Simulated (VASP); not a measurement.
Write the native input for VASP 6.6.1 that does the following.

```yaml
Task: single point
Functional: PBE
Potentials_or_basis: VASP PAW PBE potentials, release 64 (W_sv, N)
Cutoff: 520 eV
k_mesh: 4 × 4 × 4
Occupations: gaussian, width 0.1 eV
Spin: collinear spin, zero start
Starting_moments: "[0.0, 0.0, 0.0, 0.0, 0.0, 0.0, 0.0] μB"
Dipole_correction: no
Further_INCAR_settings: ALGO = Normal; EDIFF = 1e-06; NBANDS = 44
```

The structure of W3N4 lies in POSCAR:

```
W3N4
1.0
    4.6741603900      0.0000000000      0.0000000000
    0.0000000000      4.6741603900      0.0000000000
    0.0000000000      0.0000000000      4.6741603900
W N
3 4
Direct
    0.0000000000      0.0000000000      0.5000000000
    0.5000000000      0.0000000000      0.0000000000
    0.0000000000      0.5000000000      0.0000000000
    0.2842946100      0.7157053900      0.2842946100
    0.7157053900      0.2842946100      0.2842946100
    0.2842946100      0.2842946100      0.7157053900
    0.7157053900      0.7157053900      0.7157053900
```

The cell was generated, and may not be a known phase.

The input as run:

INCAR

```
SYSTEM = W3N4
ALGO     = Normal         ! electronic algorithm
EDIFF    = 1E-6           ! SCF threshold, eV
ENCUT    = 520            ! plane-wave cutoff, eV
GGA      = PE             ! functional
ISIF     = 2              ! what is computed and relaxed
ISMEAR   = 0              ! smearing method
ISPIN    = 2              ! spin polarisation
LASPH    = .True.         ! aspherical terms in the spheres
LCHARG   = .False.        ! write CHGCAR
LMAXMIX  = 4              ! l up to which the mixer works
LORBIT   = 11             ! projections on sites
LREAL    = .False.        ! projectors in reciprocal space
LWAVE    = .False.        ! write WAVECAR
MAGMOM   = 0 0 0 0 0 0 0  ! initial moments
NBANDS   = 44             ! bands
NELM     = 150            ! most SCF steps
PREC     = Accurate       ! precision mode
SIGMA    = 0.1            ! smearing width, eV
```

KPOINTS

```
k-points
0
Gamma
  4 4 4
  0 0 0
```

Potentials or basis: VASP PAW PBE potentials, release 64 (W_sv, N).

The run is started by

```console
$ cat potpaw_PBE.64/W_sv/POTCAR potpaw_PBE.64/N/POTCAR > POTCAR
$ mpirun -np 1 vasp_std > vasp.out
```

Results of the run:

```yaml
Pressure: -34.6 GPa
Largest_force: 3.869 eV/Å
Band_gap_on_the_k_mesh: zero (filled and empty bands overlap)
Net_moment: 0.00 μB per cell
Valence_electrons_inside_the_program's_atomic_spheres: W 11.70; N 3.56
```

Caveat: the cell stands under tension; spin-orbit coupling is left out, which moves the levels of the heavy elements; forces of over 1 eV/Å act on the atoms, so gaps and moduli don't describe the material at rest.

Wall time 2.9 min on 1 thread of Intel Xeon 8259CL, on a shared host, peak memory 0.27 GiB.
